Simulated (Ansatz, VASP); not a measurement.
# Ta: VASP beside Ansatz

```xyz
1
Lattice="-1.6837 1.6837 1.6837 1.6837 -1.6837 1.6837 1.6837 1.6837 -1.6837" Properties=species:S:1:pos:R:3 pbc="T T T"
Ta    0.0000    0.0000    0.0000
```

Change from the starting cell: volume scaled by 1.06.

Alike in both runs: task single point; functional PBEsol; k mesh 17 × 17 × 17; occupations fermi-dirac, width 0.08 eV; no spin polarisation.

|  | VASP | Ansatz |
| --- | --- | --- |
| version | VASP 6.6.1 | Ansatz 0.2.0 |
| potentials or method | VASP PAW PBE potentials, release 64 (Ta_pv), cutoff 520 eV | all-electron LAPW, scalar-relativistic |

|  | VASP | Ansatz | Ansatz less VASP |
| --- | --- | --- | --- |
| pressure (GPa) | -13.8 | -13.8 | -0.05 |

VASP's potentials were made for PBE, not for PBEsol. Ansatz ran all-electron here, and VASP with PAW potentials.

Neither program's run includes spin-orbit coupling.
